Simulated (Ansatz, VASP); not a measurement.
## BaTiO3 in VASP and in Ansatz

File POSCAR:

```
BaTiO3
1.0
    4.0558183800      4.0442235800      0.0000000000
    0.0231492100      4.0557678800      4.0442134800
    4.0558183800      0.0115443100      4.0442134800
Ba Ti O
2 2 6
Direct
    0.0000000000      0.0000000000      0.0000000000
    0.5000000000      0.5000000000      0.5000000000
    0.2446500000      0.2446500000      0.2446500000
    0.7446500000      0.7446500000      0.7446500000
    0.0013000000      0.5100000000      0.5100000000
    0.5013000000      0.0100000000      0.0100000000
    0.0100000000      0.5013000000      0.0100000000
    0.5100000000      0.0013000000      0.5100000000
    0.0100000000      0.0100000000      0.5013000000
    0.5100000000      0.5100000000      0.0013000000
```

Contents of INCAR.step1:

```
SYSTEM = BaTiO3
PREC = Accurate
ENCUT = 520
ISMEAR = -1
SIGMA = 0.1494
LREAL = .False.
LASPH = .True.
NELM = 150
ISPIN = 2
MAGMOM = 0 0 0 0 0 0 0 0 0 0
LMAXMIX = 4
NBANDS = 55
GGA = PE
ALGO = Normal
EDIFF = 1E-4
LWAVE = .True.
LCHARG = .False.
```

Contents of INCAR.step2:

```
SYSTEM = BaTiO3
PREC = Accurate
ENCUT = 520
EDIFF = 1E-6
ISMEAR = -1
SIGMA = 0.1494
LREAL = .False.
LASPH = .True.
NELM = 150
ALGO = Normal
ISIF = 2
LWAVE = .False.
LCHARG = .False.
ISPIN = 2
MAGMOM = 0 0 0 0 0 0 0 0 0 0
LORBIT = 11
LMAXMIX = 4
METAGGA = R2SCAN
LMIXTAU = .True.
NBANDS = 55
ISTART = 1
```

Contents of KPOINTS:

```
regular mesh
0
Gamma
  4 4 4
  0 0 0
```

Input for Ansatz:

```yaml
crystal:
  lattice:
    - [4.05581838, 4.04422358, 0.0]
    - [0.02314921, 4.05576788, 4.04421348]
    - [4.05581838, 0.01154431, 4.04421348]
  atoms:
    - { symbol: Ba, position: [0.0, 0.0, 0.0] }
    - { symbol: Ba, position: [0.5, 0.5, 0.5] }
    - { symbol: Ti, position: [0.24465, 0.24465, 0.24465] }
    - { symbol: Ti, position: [0.74465, 0.74465, 0.74465] }
    - { symbol: O, position: [0.0013, 0.51, 0.51] }
    - { symbol: O, position: [0.5013, 0.01, 0.01] }
    - { symbol: O, position: [0.01, 0.5013, 0.01] }
    - { symbol: O, position: [0.51, 0.0013, 0.51] }
    - { symbol: O, position: [0.01, 0.01, 0.5013] }
    - { symbol: O, position: [0.51, 0.51, 0.0013] }
kpoints:
  mp_grid: { grid: [4, 4, 4], shift: [0, 0, 0] }
  band_path:
    path:
      - [0.0, 0.0, 0.0]
      - [1.0, 1.0, 1.0]
      - [1.0, 0.99715407, 1.00284593]
      - [0.00284593, 0.0, 0.99715407]
      - [0.5, 0.0, 0.5]
      - [0.0, 0.0, 0.0]
      - [0.0, -0.49857703, 0.49857703]
      - [0.50142297, 0.49857703, 1.0]
      - [0.5, 0.5, 1.0]
      - [0.0, 0.0, 0.0]
    npoints: 6
magnetization:
  spin_polarized: true
scf:
  occupations: { method: fermi_dirac, width: 0.1494 }
  lower_state_search: "off"
  max_iter: 200
hamiltonian:
  pseudopotentials: { kind: paw }
  xc: r2scan
basis:
  ecutwfc: 500
  fft_grid_basis: typed
output:
  forces: true
  stress: true
  eigenvalues: true
  bader: true
  populations: true
  elf: true
  write_potential: true
  volumetric_format: npy
  dos:
    e_range: [-12, 8]
    de: 0.05
    projected: { site_lists: { Ba: [Ba], O: [O], Ti: [Ti] } }
checkpoint:
  read: saved_state
```

Alike in both runs: task single point; functional r2SCAN; k mesh 4 × 4 × 4; occupations fermi-dirac, width 0.1494 eV; collinear spin.

|  | VASP | Ansatz |
| --- | --- | --- |
| version | VASP 6.6.1 | Ansatz 0.2.0 |
| potentials or method | VASP PAW PBE potentials, release 64 (Ba_sv, Ti_sv, O), cutoff 520 eV | PAW plane waves |
| valence electrons in the cell | 80 | 80 |

```csv
,VASP,Ansatz,Ansatz less VASP
pressure (GPa),-1.8,-3.6,-1.79
rms of the force components (eV/Å),0.080,0.134,+0.0539
net moment per atom (μB),0.00,0.00,0.000
```

VASP's potentials were made for PBE, not for r2SCAN. Atom by atom the forces differ by 0.055 eV/Å (rms over components). Ansatz's warnings: no starting moments, structure snapped to symmetry.

Neither program's run includes spin-orbit coupling.
